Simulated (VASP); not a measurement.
# Ti (C2/m) in VASP: further runs

Ti is run at these levels: PBEsol; tasks: single point.

Everything below comes from runs of VASP 6.6.1. Logs are shortened: lines on timing, memory, paths and dates and some standing lists are left out, and cuts for length are marked.

**1. The cell of the first run**

The structure is monoclinic, space group C2/m (No. 12). Conventional cell: a = 5.051 Å, b = 2.916 Å, c = 4.724 Å, α = 90.00°, β = 90.00°, γ = 90.00°. Within 3.6 Å of Ti (site symmetry m) lie 12 Ti at 2.73 to 3.05 Å.

**2. Single point, PBEsol (shortest bond scaled by 0.94)**

INCAR reads:

```
PREC = Accurate
ENCUT = 520
EDIFF = 1E-7
ISMEAR = -1
SIGMA = 0.05
LREAL = False
LASPH = True
NELM = 80
ALGO = Normal
ISIF = 2
LWAVE = False
LCHARG = False
GGA = PS
NBANDS = 19
```

KPOINTS reads:

```
regular mesh
0
Gamma
  12 12 7
```

POSCAR reads:

```
Ti
1.0
    2.9162152113      0.0000000000      0.0000000000
   -1.4581076057      2.5255164559      0.0000000000
    0.0000000000      0.0000000000      4.7242686424
Ti
2
Direct
    0.3133333333      0.6566666667      0.2350000000
    0.6866666667      0.3433333333      0.7650000000
```

Potentials or basis: VASP PAW PBE potentials, release 64 (Ti_sv).

Command:

```bash
$ cat potpaw_PBE.64/Ti_sv/POTCAR > POTCAR
$ mpirun -np 1 vasp_std > vasp.out
```

OUTCAR:

```text
PREC = Accurate
   ENCUT = 520
   EDIFF = 1E-7
   ISMEAR = -1
   LREAL = False
   LASPH = True
   NELM = 80
   ISIF = 2
   GGA = PS

 ion  position               nearest neighbor table
   1  0.313  0.657  0.235-   2 2.73   2 2.82   2 2.82
   2  0.687  0.343  0.765-   1 2.73   1 2.82   1 2.82

  LATTYP: Found a hexagonal cell.
 ALAT       =     2.9162152113
 C/A-ratio  =     1.6200000000

  Lattice vectors:

 A1 = (   2.9162152113,   0.0000000000,   0.0000000000)
 A2 = (  -1.4581076057,   2.5255164559,   0.0000000000)
 A3 = (   0.0000000000,   0.0000000000,   4.7242686424)

Analysis of symmetry for initial positions (statically):
=====================================================================
 Subroutine PRICEL returns:
 Original cell was already a primitive cell.

 Routine SETGRP: Setting up the symmetry group for a
 hexagonal supercell.

 Subroutine GETGRP returns: Found  4 space group operations
 (whereof  4 operations were pure point group operations)
 out of a pool of 24 trial point group operations.

The static configuration has the point symmetry C_2h.

Analysis of symmetry for dynamics (positions and initial velocities):
=====================================================================
 Subroutine PRICEL returns:
 Original cell was already a primitive cell.

 Routine SETGRP: Setting up the symmetry group for a
 hexagonal supercell.

 Subroutine GETGRP returns: Found  4 space group operations
 (whereof  4 operations were pure point group operations)
 out of a pool of 24 trial point group operations.

The dynamic configuration has the point symmetry C_2h.

 Subroutine INISYM returns: Found  4 space group operations
 (whereof  4 operations are pure point group operations),
 and found     1 'primitive' translations

----------------------------------------------------------------------------------------

                                     Primitive cell

  volume of cell :      34.7940

  direct lattice vectors                    reciprocal lattice vectors
     2.916215211  0.000000000  0.000000000     0.342910220  0.197979308  0.000000000
    -1.458107606  2.525516456  0.000000000     0.000000000  0.395958616  0.000000000
     0.000000000  0.000000000  4.724268642     0.000000000  0.000000000  0.211672975

  length of vectors
     2.916215211  2.916215211  4.724268642     0.395958616  0.395958616  0.211672975

  position of ions in fractional coordinates (direct lattice)
     0.313333333  0.656666667  0.235000000
     0.686666667  0.343333333  0.765000000

  ion indices of the primitive-cell ions
   primitive index   ion index
                 1           1
                 2           2

----------------------------------------------------------------------------------------

 KPOINTS: regular mesh

Automatic generation of k-mesh.
 Grid dimensions read from file:
 generate k-points for:   12   12    7

 Generating k-lattice:

  Cartesian coordinates                     Fractional coordinates (reciprocal lattice)
     0.028575852  0.016498276  0.000000000     0.083333333  0.000000000  0.000000000
     0.000000000  0.032996551  0.000000000     0.000000000  0.083333333  0.000000000
     0.000000000  0.000000000  0.030238996     0.000000000  0.000000000  0.142857143

  Length of vectors
     0.032996551  0.032996551  0.030238996

  Shift w.r.t. Gamma in fractional coordinates (k-lattice)
     0.000000000  0.000000000  0.000000000

 Subroutine IBZKPT returns following result:
 ===========================================

 Found    277 irreducible k-points:

 Following reciprocal coordinates:
            Coordinates               Weight
  0.000000  0.000000  0.000000      1.000000
  0.083333 -0.000000  0.000000      2.000000
  0.000000  0.083333  0.000000      4.000000
  0.166667 -0.000000  0.000000      2.000000
  0.000000  0.166667  0.000000      4.000000
  0.250000  0.000000  0.000000      2.000000
[... 16 lines left out ...]
 -0.083333  0.416667  0.000000      4.000000
 -0.416667  0.333333  0.000000      4.000000
 [... further k-points ...]
   k-points           NKPTS =    277   k-points in BZ     NKDIM =    277   number of bands    NBANDS=     19
   number of dos      NEDOS =    301   number of ions     NIONS =      2
   total plane-waves  NPLWV =  20736
   dimension x,y,z NGX =    24 NGY =   24 NGZ =   36
   dimension x,y,z NGXF=    48 NGYF=   48 NGZF=   72
   ions per type =               2
   NGX,Y,Z   is equivalent  to a cutoff of  13.68, 13.68, 12.67 a.u.
   NGXF,Y,Z  is equivalent  to a cutoff of  27.36, 27.36, 25.34 a.u.
 SYSTEM =  unknown system
   PREC   = accura    normal or accurate (medium, high low for compatibility)
   ISTART =      0    job   : 0-new  1-cont  2-samecut
   ICHARG =      2    charge: 1-file 2-atom 10-const
   ISPIN  =      1    spin polarized calculation?
   LNONCOLLINEAR =      F non collinear calculations
   LSORBIT =      F    spin-orbit coupling
   LASPH  =      T    aspherical Exc in radial PAW
   ENCUT  =  520.0 eV  38.22 Ry    6.18 a.u.   5.42  5.42  8.78*2*pi/ulx,y,z
   NELM   =     80;   NELMIN=  2; NELMDL= -5     # of ELM steps
   EDIFF  = 0.1E-06   stopping-criterion for ELM
   LREAL  =      F    real-space projection
   EDIFFG = 0.1E-05   stopping-criterion for IOM
   NSW    =      0    number of steps for IOM
   IBRION =     -1    ionic relax: 0-MD 1-quasi-New 2-CG
   NFREE  =      0    steps in history (QN), initial steepest desc. (CG)
   ISIF   =      2    stress and relaxation
   ISYM   =      2    0-nonsym 1-usesym 2-fastsym
   POTIM  = 0.5000    time-step for ionic-motion
   TEBEG  =    0.0;   TEEND  =   0.0 temperature during run
   PSTRESS=    0.0 pullay stress
   NELECT =      24.0000    total number of electrons
   NUPDOWN=      -1.0000    fix difference up-down
   EMIN   =  10.00;   EMAX   =-10.00  energy-range for DOS
   EFERMI =   0.00;   METHOD = LEGACY
   ISMEAR =    -1;   SIGMA  =   0.05  broadening in eV -4-tet -1-fermi 0-gaus
   EFERMI_NEDOS =   21; number of points for ismear=-14 and -15
   IALGO  =     38    algorithm
   IMIX   =      4    mixing-type and parameters
     AMIX     =   0.40;   BMIX     =  1.00
     AMIX_MAG =   1.60;   BMIX_MAG =  1.00
  volume/ion in A,a.u.               =      17.40       117.40
  Fermi-wavevector in a.u.,A,eV,Ry     =   1.446473  2.733438 28.467271  2.092285
  Thomas-Fermi vector in A             =   2.564538
   LORBIT       =      0    0 simple, 1 ext, 2 COOP (PROOUT), +10 PAW based schemes
   GGA     = PS    functional components
   LHFCALC =     F    Hartree Fock is set to
   AEXX    =    0.0000 exact exchange contribution
   IVDW    =     0    specifies the selected vdW correction
   LEPSILON=     F    determine dielectric tensor
   LRPA    =     F    only Hartree local field effects (RPA)
 non-spin polarized calculation
  energy-cutoff  :      520.00
  volume of cell :       34.79
 maximum number of plane-waves:       966
 NGX is ok and might be reduce to    24
   NGX = 11   NGY = 11   NGZ = 17

 number of electron      23.9999997 magnetization

 Free energy of the ion-electron system (eV)
  ---------------------------------------------------
  ext. energy  EPLUGINS =         0.00000000
  ---------------------------------------------------
  free energy    TOTEN  =       -16.62748736 eV

  energy without entropy =      -16.60897504  energy(sigma->0) =      -16.61823120

 E-fermi :   8.2014     XC(G=0): -11.6185

 val. band max:        8.1993520069   @ k =   0.2500   0.4167   0.2857
 cond. band min:       8.2016797647   @ k =   0.5000   0.2500   0.2857
 fundamental gap:      0.0023277578
 Fermi energy:         8.2013796640

 k-point     1 :       0.0000    0.0000    0.0000
  band No.  band energies     occupation
      1     -48.4433      2.00000
      2     -48.3008      2.00000
      3     -25.1333      2.00000
      4     -24.4772      2.00000
      5     -24.4522      2.00000
      6     -24.4166      2.00000
[... 11 lines left out ...]
     18      10.1410      0.00000
     19      11.2089      0.00000

 k-point     2 :       0.0833   -0.0000    0.0000
  band No.  band energies     occupation
      1     -48.4357      2.00000
      2     -48.2979      2.00000
      3     -25.1174      2.00000
      4     -24.5151      2.00000
      5     -24.4646      2.00000
      6     -24.4201      2.00000
[... 11 lines left out ...]
     18      10.0338      0.00000
     19      11.2911      0.00000

 k-point     3 :       0.0000    0.0833    0.0000
  band No.  band energies     occupation
      1     -48.4360      2.00000
      2     -48.2976      2.00000
      3     -25.1188      2.00000
      4     -24.5028      2.00000
      5     -24.4763      2.00000
      6     -24.4171      2.00000
[... 11 lines left out ...]
     18      10.0208      0.00000
     19      11.4537      0.00000

 k-point     4 :       0.1667   -0.0000    0.0000
  band No.  band energies     occupation
      1     -48.4144      2.00000
      2     -48.2904      2.00000
      3     -25.0720      2.00000
      4     -24.6098      2.00000
      5     -24.4962      2.00000
      6     -24.4863      2.00000
[... 11 lines left out ...]
     18       9.9980      0.00000
     19      11.4464      0.00000

 k-point     5 :       0.0000    0.1667    0.0000
  band No.  band energies     occupation
      1     -48.4159      2.00000
      2     -48.2890      2.00000
      3     -25.0780      2.00000
      4     -24.5966      2.00000
      5     -24.5085      2.00000
      6     -24.4953      2.00000
[... 11 lines left out ...]
     18      10.0503      0.00000
     19      11.5779      0.00000

 k-point     6 :       0.2500    0.0000    0.0000
  band No.  band energies     occupation
      1     -48.3838      2.00000
      2     -48.2815      2.00000
      3     -25.0056      2.00000
      4     -24.7342      2.00000
      5     -24.6095      2.00000
      6     -24.5366      2.00000
[... 11 lines left out ...]
     18      10.4505      0.00000
     19      11.5794      0.00000

 k-point     7 :       0.0000    0.2500    0.0000
  band No.  band energies     occupation
      1     -48.3872      2.00000
      2     -48.2782      2.00000
      3     -25.0191      2.00000
      4     -24.7267      2.00000
      5     -24.6126      2.00000
      6     -24.5460      2.00000
[... 11 lines left out ...]
     18      10.5232      0.00000
     19      11.6623      0.00000

 k-point     8 :       0.3333    0.0000    0.0000
  band No.  band energies     occupation
      1     -48.3498      2.00000
      2     -48.2758      2.00000
      3     -24.9403      2.00000
      4     -24.8514      2.00000
      5     -24.7192      2.00000
      6     -24.5751      2.00000
[... 256 lines left out ...]
 k-point    20 :      -0.0833    0.3333    0.0000
  band No.  band energies     occupation
      1     -48.3688      2.00000
      2     -48.2715      2.00000
      3     -24.9825      2.00000
      4     -24.7893      2.00000
      5     -24.6911      2.00000
      6     -24.5675      2.00000
[... 11 lines left out ...]
     18      10.9916      0.00000
     19      11.6985      0.00000

 k-point    21 :      -0.3333    0.2500    0.0000
  band No.  band energies     occupation
      1     -48.3669      2.00000
      2     -48.2733      2.00000
      3     -24.9758      2.00000
      4     -24.7921      2.00000
      5     -24.6895      2.00000
      6     -24.5639      2.00000
[... 11 lines left out ...]
     18      11.0523      0.00000
     19      11.5950      0.00000

 k-point    22 :       0.3333    0.0833    0.0000
  band No.  band energies     occupation
      1     -48.3312      2.00000
      2     -48.2746      2.00000
      3     -24.9317      2.00000
      4     -24.8735      2.00000
      5     -24.7515      2.00000
      6     -24.6034      2.00000
[... 11 lines left out ...]
     18      11.6411      0.00000
     19      11.7581      0.00000

 k-point    23 :      -0.0833    0.4167    0.0000
  band No.  band energies     occupation
      1     -48.3407      2.00000
      2     -48.2652      2.00000
      3     -24.9366      2.00000
      4     -24.8958      2.00000
      5     -24.7583      2.00000
      6     -24.6104      2.00000
[... 11 lines left out ...]
     18      11.6770      0.00000
     19      11.7271      0.00000

 k-point    24 :      -0.4167    0.3333    0.0000
  band No.  band energies     occupation
      1     -48.3389      2.00000
      2     -48.2669      2.00000
      3     -24.9336      2.00000
      4     -24.8958      2.00000
      5     -24.7539      2.00000
      6     -24.6112      2.00000
[... 11 lines left out ...]
     18      11.6435      0.00000
     19      11.7326      0.00000

 [... further k-points ...]
[... 5 lines left out ...]
  --------------------------------------------------------------------------------------
  -------------------------------------------------------------------------------------
  Total       -0.5497359     -0.8394248     -1.0764757      0.2508779      0.0366526      0.0634843
  in kB      -25.3139731    -38.6534279    -49.5690326     11.5523068      1.6877632      2.9232930
  external PRESSURE =     -37.8454779 kB  Pullay stress =       0.0000000 kB

 VOLUME and BASIS-vectors are now :
 -----------------------------------------------------------------------------
  energy-cutoff  :      520.00
  volume of cell :       34.79
      direct lattice vectors                 reciprocal lattice vectors
     2.916215211  0.000000000  0.000000000     0.342910220  0.197979308  0.000000000
    -1.458107606  2.525516456  0.000000000     0.000000000  0.395958616  0.000000000
     0.000000000  0.000000000  4.724268642     0.000000000  0.000000000  0.211672975

 POSITION                                       TOTAL-FORCE (eV/Angst)
 -----------------------------------------------------------------------------------
     -0.04374      1.65842      1.11020         0.107405      0.062010      0.444255
      1.50185      0.86709      3.61407        -0.107405     -0.062010     -0.444255
 -----------------------------------------------------------------------------------
    total drift:                                0.000000     -0.000000     -0.000000

  FREE ENERGIE OF THE ION-ELECTRON SYSTEM (eV)
  ---------------------------------------------------
  free  energy   TOTEN  =       -16.6274873639 eV

  energy  without entropy=      -16.6089750393  energy(sigma->0) =      -16.61823120
```

Run time: 2 min. Hardware: 1 thread of AMD EPYC 9R45 (Zen 5), shared host; peak memory 0.23 GiB.

What came out:

| Item | Value |
| --- | --- |
| Free energy | -16.6275 eV |
| Pressure | -3.8 GPa |
| Largest force | 0.461 eV/Å |
| Band gap on the k mesh | zero (band 12 reaches 8.92 eV, above the bottom of band 13 at 7.80 eV) |

Forces in eV/Å, atoms in the order of the input:
```
Ti   0.107  0.062  0.444
Ti  -0.107 -0.062 -0.444
```

Levels at points of the mesh, in eV from the Fermi level:
```tsv
k point	band 10	band 11	band 12	band 13	band 14	band 15
(0.00, 0.00, 0.00)	-2.75	0.32	0.72	0.79	0.99	1.11
(0.50, 0.00, 0.00)	-2.23	-1.70	-0.58	0.24	0.58	1.03
(0.00, 0.50, 0.00)	-2.23	-1.91	-0.51	0.51	0.67	1.16
```

Caveat: the cell differs from its parent crystal (shortest bond scaled by 0.94); the PAW data sets were made with another functional, which shifts forces and pressure a little.

**3. Single point, PBEsol (shortest bond scaled by 0.94)**

INCAR reads:

```
SYSTEM = Ti
  ALGO = Normal
  EDIFF = 1E-7
  ENCUT = 520
  GGA = PS
  ISIF = 2
  ISMEAR = -1
  LASPH = .TRUE.
  LCHARG = .FALSE.
  LREAL = .FALSE.
  LWAVE = .FALSE.
  NBANDS = 19
  NELM = 60
  PREC = Accurate
  SIGMA = 0.05
```

KPOINTS reads:

```
k-points
0
G
  12 12 7
  0 0 0
```

POSCAR is that of step 2.

Potentials or basis: VASP PAW PBE potentials, release 64 (Ti_sv).

Command:

```bash
$ cat potpaw_PBE.64/Ti_sv/POTCAR > POTCAR
$ mpirun -np 1 vasp_std > vasp.out
```

It took 2 min on 1 thread of AMD EPYC 9R45 (Zen 5), shared host; peak memory 0.24 GiB.

It converged, with:

| Item | Value |
| --- | --- |
| Free energy | -16.6275 eV |
| Pressure | -3.8 GPa |
| Largest force | 0.461 eV/Å |
| Band gap on the k mesh | zero (band 12 reaches 8.92 eV, above the bottom of band 13 at 7.80 eV) |

Forces on the atoms (eV/Å):
```
Ti   0.107  0.062  0.444
Ti  -0.107 -0.062 -0.444
```

Stress tensor (GPa, compression positive):
```
-2.53  1.16  0.29
 1.16 -3.87  0.17
 0.29  0.17 -4.96
```

Levels at points of the mesh, in eV from the Fermi level:
```csv
k point,band 9,band 10,band 11,band 12,band 13,band 14,band 15,band 16
"(0.00, 0.00, 0.00)",-6.21,-2.75,0.32,0.72,0.79,0.99,1.11,1.25
"(0.50, 0.00, 0.00)",-2.24,-2.23,-1.70,-0.58,0.24,0.58,1.03,3.37
"(0.00, 0.50, 0.00)",-2.39,-2.23,-1.91,-0.51,0.51,0.67,1.16,3.43
```

Caveat: the cell differs from its parent crystal (shortest bond scaled by 0.94); the PAW data sets were made with another functional, which shifts forces and pressure a little.
